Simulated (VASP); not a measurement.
## Cu3O2: single point with PBE

Crystal: Cu3O2.

```
CELL_PARAMETERS angstrom
3.22573 0.00000 0.00000
-1.61287 2.79356 0.00000
0.00000 0.00000 6.45408
ATOMIC_POSITIONS crystal
Cu 0.66667 0.33333 0.18193
Cu 0.66667 0.33333 0.81807
Cu 0.00000 0.00000 0.50000
O 0.00000 0.00000 0.00000
O 0.33333 0.66667 0.50000
```

The cell was built from a structure type or drawn by symmetry, and may not be a known phase.

| Quantity | Value |
| --- | --- |
| Program | VASP 6.6.1 |
| Task | single point |
| Functional | PBE |
| Potentials or basis | VASP PAW PBE potentials, release 64 (Cu, O) |
| Cutoff | 520 eV |
| k mesh | 12 × 12 × 6 |
| Occupations | gaussian, width 0.1 eV |
| Spin | collinear spin |
| Starting moments | [0.19, 0.19, 0.0, 0.2, 0.0] μB |

```
Pressure                                              : 0.3 GPa
Largest force                                         : 0.066 eV/Å
Net moment                                            : 0.00 μB per cell
Valence electrons inside the program's atomic spheres : Cu 9.78, 10.06 (each value once); O 4.85, 4.95
```

Forces on the atoms (eV/Å):
```
Cu   0.000  0.000 -0.066
Cu   0.000  0.000  0.066
Cu   0.000  0.000  0.000
O    0.000  0.000  0.000
O    0.000  0.000  0.000
```

Stress tensor (GPa, compression positive):
```
 0.52  0.00  0.00
 0.00  0.52  0.00
 0.00  0.00 -0.27
```

Levels at points of the mesh, in eV from the Fermi level:
Spin up:
```
           k point  band 21  band 22  band 23  band 24  band 25  band 26
(0.00, 0.00, 0.00)     0.15     0.15     0.72     0.72     3.12     3.32
(0.50, 0.00, 0.00)    -0.81    -0.23    -0.07     3.59     3.96     4.21
(0.00, 0.00, 0.50)     0.14     0.66     0.72     0.72     0.79     5.66
(0.50, 0.00, 0.50)    -0.69    -0.59    -0.18     2.74     3.24     5.76
```
Spin down:
```
           k point  band 20  band 21  band 22  band 23  band 24  band 25  band 26  band 27
(0.00, 0.00, 0.00)    -0.38     0.15     0.15     0.72     0.72     3.12     3.32    10.94
(0.50, 0.00, 0.00)    -0.92    -0.81    -0.23    -0.07     3.59     3.96     4.21     5.81
(0.00, 0.00, 0.50)     0.14     0.14     0.66     0.72     0.72     0.79     5.66     7.77
(0.50, 0.00, 0.50)    -0.70    -0.69    -0.59    -0.18     2.74     3.24     5.76     5.91
```

Run time: 5.2 min on 1 thread of Intel(R) Xeon(R) Platinum 8375C CPU @ 2.90GHz (Ice Lake), with other jobs on the host, peak memory 0.33 GiB.

With open d or f shells a metallic result of PBE can be an artefact of self-interaction; +U or a hybrid may open a gap.
